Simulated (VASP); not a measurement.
# Ir (Fm-3m) in VASP: notebook

Ir is run at these levels: BLYP; tasks: single point, relaxation of cell and atoms.

All numbers are computed with VASP 6.6.1; they aren't measurements. Logs are shortened: lines on timing, memory, paths and dates and some standing lists are left out, and cuts for length are marked.

## 1. The cell of the first run

The structure is cubic, space group Fm-3m (No. 225). The conventional cell has a = 3.938 Å, b = 3.938 Å, c = 3.938 Å, α = 90.00°, β = 90.00°, γ = 90.00°. Ir (site symmetry m-3m) has 12 Ir at 2.78 Å within 3.7 Å.

## 2. Single point, BLYP

Input file INCAR:

```
PREC     = Accurate       # precision mode
ENCUT    = 520            # plane-wave cutoff, eV
EDIFF    = 1E-6           # SCF threshold, eV
ISMEAR   = -1             # smearing method
SIGMA    = 0.1            # smearing width, eV
LREAL    = F              # projectors in reciprocal space
LASPH    = T              # aspherical terms in the spheres
NELM     = 80             # most SCF steps
ALGO     = Normal         # electronic algorithm
ISIF     = 2              # what is computed and relaxed
LWAVE    = F              # write WAVECAR
LCHARG   = F              # write CHGCAR
GGA      = B5             # functional
ALDAX    = 1.0          
AGGAX    = 1.0          
AGGAC    = 1.0          
ALDAC    = 0.0          
NBANDS   = 10             # bands
```

Input file KPOINTS:

```
Automatic mesh
0
Gamma
  14 14 14
```

Input file POSCAR:

```
Ir
1.0
    0.0000000000      1.9688422975      1.9688422975
    1.9688422975      0.0000000000      1.9688422975
    1.9688422975      1.9688422975      0.0000000000
Ir
1
Direct
    0.0000000000      0.0000000000      0.0000000000
```

Potentials or basis: VASP PAW PBE potentials, release 64 (Ir).

The run is started by

```sh
> cat potpaw_PBE.64/Ir/POTCAR > POTCAR
> mpirun -np 1 vasp_std > vasp.out
```

OUTCAR:

```text
PREC = Accurate
   ENCUT = 520
   EDIFF = 1E-6
   ISMEAR = -1
   LREAL = F
   LASPH = T
   NELM = 80
   ISIF = 2
   GGA = B5

 ion  position               nearest neighbor table
   1  0.000  0.000  0.000-

  LATTYP: Found a face centered cubic cell.
 ALAT       =     3.9376845950

  Lattice vectors:

 A1 = (   0.0000000000,   1.9688422975,   1.9688422975)
 A2 = (   1.9688422975,   0.0000000000,   1.9688422975)
 A3 = (   1.9688422975,   1.9688422975,   0.0000000000)

Analysis of symmetry for initial positions (statically):
=====================================================================
 Subroutine PRICEL returns:
 Original cell was already a primitive cell.

 Routine SETGRP: Setting up the symmetry group for a
 face centered cubic supercell.

 Subroutine GETGRP returns: Found 48 space group operations
 (whereof 48 operations were pure point group operations)
 out of a pool of 48 trial point group operations.

The static configuration has the point symmetry O_h .

Analysis of symmetry for dynamics (positions and initial velocities):
=====================================================================
 Subroutine PRICEL returns:
 Original cell was already a primitive cell.

 Routine SETGRP: Setting up the symmetry group for a
 face centered cubic supercell.

 Subroutine GETGRP returns: Found 48 space group operations
 (whereof 48 operations were pure point group operations)
 out of a pool of 48 trial point group operations.

The dynamic configuration has the point symmetry O_h .

 Subroutine INISYM returns: Found 48 space group operations
 (whereof 48 operations are pure point group operations),
 and found     1 'primitive' translations

----------------------------------------------------------------------------------------

                                     Primitive cell

  volume of cell :      15.2638

  direct lattice vectors                    reciprocal lattice vectors
     0.000000000  1.968842297  1.968842297    -0.253956348  0.253956348  0.253956348
     1.968842297  0.000000000  1.968842297     0.253956348 -0.253956348  0.253956348
     1.968842297  1.968842297  0.000000000     0.253956348  0.253956348 -0.253956348

  length of vectors
     2.784363479  2.784363479  2.784363479     0.439865298  0.439865298  0.439865298

  position of ions in fractional coordinates (direct lattice)
     0.000000000  0.000000000  0.000000000

  ion indices of the primitive-cell ions
   primitive index   ion index
                 1           1

----------------------------------------------------------------------------------------

 KPOINTS: Automatic mesh

Automatic generation of k-mesh.
 Grid dimensions read from file:
 generate k-points for:   14   14   14

 Generating k-lattice:

  Cartesian coordinates                     Fractional coordinates (reciprocal lattice)
    -0.018139739  0.018139739  0.018139739     0.071428571  0.000000000  0.000000000
     0.018139739 -0.018139739  0.018139739     0.000000000  0.071428571  0.000000000
     0.018139739  0.018139739 -0.018139739     0.000000000  0.000000000  0.071428571

  Length of vectors
     0.031418950  0.031418950  0.031418950

  Shift w.r.t. Gamma in fractional coordinates (k-lattice)
     0.000000000  0.000000000  0.000000000

 Subroutine IBZKPT returns following result:
 ===========================================

 Found    104 irreducible k-points:

 Following reciprocal coordinates:
            Coordinates               Weight
  0.000000  0.000000  0.000000      1.000000
  0.071429  0.000000  0.000000      8.000000
  0.142857  0.000000  0.000000      8.000000
  0.214286  0.000000  0.000000      8.000000
  0.285714  0.000000  0.000000      8.000000
  0.357143  0.000000  0.000000      8.000000
[... 16 lines left out ...]
  0.214286  0.142857  0.000000     24.000000
  0.285714  0.142857  0.000000     24.000000
 [... further k-points ...]
   k-points           NKPTS =    104   k-points in BZ     NKDIM =    104   number of bands    NBANDS=     10
   number of dos      NEDOS =    301   number of ions     NIONS =      1
   total plane-waves  NPLWV =  13824
   dimension x,y,z NGX =    24 NGY =   24 NGZ =   24
   dimension x,y,z NGXF=    48 NGYF=   48 NGZF=   48
   ions per type =               1
   NGX,Y,Z   is equivalent  to a cutoff of  14.33, 14.33, 14.33 a.u.
   NGXF,Y,Z  is equivalent  to a cutoff of  28.66, 28.66, 28.66 a.u.
 SYSTEM =  unknown system
   PREC   = accura    normal or accurate (medium, high low for compatibility)
   ISTART =      0    job   : 0-new  1-cont  2-samecut
   ICHARG =      2    charge: 1-file 2-atom 10-const
   ISPIN  =      1    spin polarized calculation?
   LNONCOLLINEAR =      F non collinear calculations
   LSORBIT =      F    spin-orbit coupling
   LASPH  =      T    aspherical Exc in radial PAW
   ENCUT  =  520.0 eV  38.22 Ry    6.18 a.u.   5.18  5.18  5.18*2*pi/ulx,y,z
   NELM   =     80;   NELMIN=  2; NELMDL= -5     # of ELM steps
   EDIFF  = 0.1E-05   stopping-criterion for ELM
   LREAL  =      F    real-space projection
   EDIFFG = 0.1E-04   stopping-criterion for IOM
   NSW    =      0    number of steps for IOM
   IBRION =     -1    ionic relax: 0-MD 1-quasi-New 2-CG
   NFREE  =      0    steps in history (QN), initial steepest desc. (CG)
   ISIF   =      2    stress and relaxation
   ISYM   =      2    0-nonsym 1-usesym 2-fastsym
   POTIM  = 0.5000    time-step for ionic-motion
   TEBEG  =    0.0;   TEEND  =   0.0 temperature during run
   PSTRESS=    0.0 pullay stress
   NELECT =       9.0000    total number of electrons
   NUPDOWN=      -1.0000    fix difference up-down
   EMIN   =  10.00;   EMAX   =-10.00  energy-range for DOS
   EFERMI =   0.00;   METHOD = LEGACY
   ISMEAR =    -1;   SIGMA  =   0.10  broadening in eV -4-tet -1-fermi 0-gaus
   EFERMI_NEDOS =   21; number of points for ismear=-14 and -15
   IALGO  =     38    algorithm
   IMIX   =      4    mixing-type and parameters
     AMIX     =   0.40;   BMIX     =  1.00
     AMIX_MAG =   1.60;   BMIX_MAG =  1.00
  volume/ion in A,a.u.               =      15.26       103.01
  Fermi-wavevector in a.u.,A,eV,Ry     =   1.372781  2.594181 25.640573  1.884529
  Thomas-Fermi vector in A             =   2.498358
   LORBIT       =      0    0 simple, 1 ext, 2 COOP (PROOUT), +10 PAW based schemes
   GGA     = B5    functional components
   LHFCALC =     F    Hartree Fock is set to
   AEXX    =    0.0000 exact exchange contribution
   IVDW    =     0    specifies the selected vdW correction
   LEPSILON=     F    determine dielectric tensor
   LRPA    =     F    only Hartree local field effects (RPA)
 non-spin polarized calculation
  energy-cutoff  :      520.00
  volume of cell :       15.26
 maximum number of plane-waves:       424
 NGX is ok and might be reduce to    24
   NGX = 11   NGY = 11   NGZ = 11

 number of electron       9.0000000 magnetization

 Free energy of the ion-electron system (eV)
  ---------------------------------------------------
  ext. energy  EPLUGINS =         0.00000000
  ---------------------------------------------------
  free energy    TOTEN  =        -7.45743063 eV

  energy without entropy =       -7.41869026  energy(sigma->0) =       -7.43806045

 E-fermi :   9.6544     XC(G=0): -12.8365

 val. band max:        9.6311313782   @ k =  -0.2143   0.3571   0.1429
 cond. band min:       9.6674259092   @ k =   0.2857   0.2857   0.0000
 fundamental gap:      0.0362945310
 Fermi energy:         9.6544285384

 k-point     1 :       0.0000    0.0000    0.0000
  band No.  band energies     occupation
      1      -0.4141      2.00000
      2       6.2427      2.00000
      3       6.2427      2.00000
      4       6.2427      2.00000
      5       8.6117      1.99994
      6       8.6117      1.99994
      7      24.4929      0.00000
      8      29.4978      0.00000
      9      29.4978      0.00000
     10      29.4978      0.00000

 k-point     2 :       0.0714    0.0000    0.0000
  band No.  band energies     occupation
      1      -0.2043      2.00000
      2       6.1430      2.00000
      3       6.3304      2.00000
      4       6.3304      2.00000
      5       8.5607      1.99996
      6       8.5607      1.99996
      7      24.8355      0.00000
      8      28.4553      0.00000
      9      29.8280      0.00000
     10      29.8280      0.00000

 k-point     3 :       0.1429    0.0000    0.0000
  band No.  band energies     occupation
      1       0.3894      2.00000
      2       5.9165      2.00000
      3       6.5341      2.00000
      4       6.5341      2.00000
      5       8.4841      1.99998
      6       8.4841      1.99998
      7      25.7039      0.00000
      8      26.5411      0.00000
      9      30.7634      0.00000
     10      30.7634      0.00000

 k-point     4 :       0.2143    0.0000    0.0000
  band No.  band energies     occupation
      1       1.2310      2.00000
      2       5.7768      2.00000
      3       6.6643      2.00000
      4       6.6643      2.00000
      5       8.6037      1.99995
      6       8.6037      1.99995
      7      24.4739      0.00000
      8      26.4654      0.00000
      9      32.0965      0.00000
     10      32.0965      0.00000

 k-point     5 :       0.2857    0.0000    0.0000
  band No.  band energies     occupation
      1       2.0073      2.00000
      2       6.0894      2.00000
      3       6.5766      2.00000
      4       6.5766      2.00000
      5       9.0698      1.99423
      6       9.0698      1.99423
      7      22.2194      0.00000
      8      26.0635      0.00000
      9      32.5456      0.00000
     10      32.5456      0.00000

 k-point     6 :       0.3571    0.0000    0.0000
  band No.  band energies     occupation
      1       2.3867      2.00000
      2       6.3831      2.00000
      3       6.3831      2.00000
      4       7.1542      2.00000
      5       9.7127      0.71683
      6       9.7127      0.71682
      7      19.7236      0.00000
      8      25.0273      0.00000
      9      30.8445      0.00000
     10      30.8445      0.00000
[... 183 lines left out ...]
 k-point    21 :      -0.0714    0.0714    0.0000
  band No.  band energies     occupation
      1       0.1357      2.00000
      2       5.9631      2.00000
      3       6.4544      2.00000
      4       6.5059      2.00000
      5       8.3342      2.00000
      6       8.6585      1.99991
      7      25.3669      0.00000
      8      27.5615      0.00000
      9      29.5957      0.00000
     10      30.7107      0.00000

 k-point    22 :       0.1429    0.1429    0.0000
  band No.  band energies     occupation
      1       0.6666      2.00000
      2       5.5299      2.00000
      3       6.8517      2.00000
      4       6.8517      2.00000
      5       7.8069      2.00000
      6       8.9202      1.99871
      7      26.2414      0.00000
      8      27.9034      0.00000
      9      29.4224      0.00000
     10      29.4224      0.00000

 k-point    23 :       0.2143    0.1429    0.0000
  band No.  band energies     occupation
      1       1.3266      2.00000
      2       5.2334      2.00000
      3       6.9745      2.00000
      4       7.1360      2.00000
      5       7.7461      2.00000
      6       9.0995      1.99225
      7      26.5349      0.00000
      8      27.1552      0.00000
      9      29.2432      0.00000
     10      29.9397      0.00000

 k-point    24 :       0.2857    0.1429    0.0000
  band No.  band energies     occupation
      1       2.1597      2.00000
      2       5.0844      2.00000
      3       6.6034      2.00000
      4       7.2471      2.00000
      5       8.4571      1.99999
      6       9.4620      1.74513
      7      24.3404      0.00000
      8      27.4254      0.00000
      9      28.9582      0.00000
     10      30.3107      0.00000

 [... further k-points ...]
[... 5 lines left out ...]
  --------------------------------------------------------------------------------------
  -------------------------------------------------------------------------------------
  Total        0.2251275      0.2251275      0.2251275     -0.0000000     -0.0000000      0.0000000
  in kB       23.6306894     23.6306894     23.6306894     -0.0000000     -0.0000000      0.0000000
  external PRESSURE =      23.6306894 kB  Pullay stress =       0.0000000 kB

 VOLUME and BASIS-vectors are now :
 -----------------------------------------------------------------------------
  energy-cutoff  :      520.00
  volume of cell :       15.26
      direct lattice vectors                 reciprocal lattice vectors
     0.000000000  1.968842297  1.968842297    -0.253956348  0.253956348  0.253956348
     1.968842297  0.000000000  1.968842297     0.253956348 -0.253956348  0.253956348
     1.968842297  1.968842297  0.000000000     0.253956348  0.253956348 -0.253956348

 POSITION                                       TOTAL-FORCE (eV/Angst)
 -----------------------------------------------------------------------------------
      0.00000      0.00000      0.00000        -0.000000     -0.000000      0.000000
 -----------------------------------------------------------------------------------
    total drift:                               -0.000000      0.000000     -0.000000

  FREE ENERGIE OF THE ION-ELECTRON SYSTEM (eV)
  ---------------------------------------------------
  free  energy   TOTEN  =        -7.4574306274 eV

  energy  without entropy=       -7.4186902626  energy(sigma->0) =       -7.43806045
```

Run time: 17 s. Hardware: 1 thread of Intel Xeon Platinum 8259CL at 2.50GHz (Skylake/Cascade Lake), shared host; peak memory 0.15 GiB.

What came out:

```yaml
Free_energy: -7.4574 eV
Pressure: 2.4 GPa
```

Caveat: the PAW data sets were made with another functional, which shifts forces and pressure a little; spin-orbit coupling is left out, which moves the levels of the heavy elements.

[end of part 1 of 3]
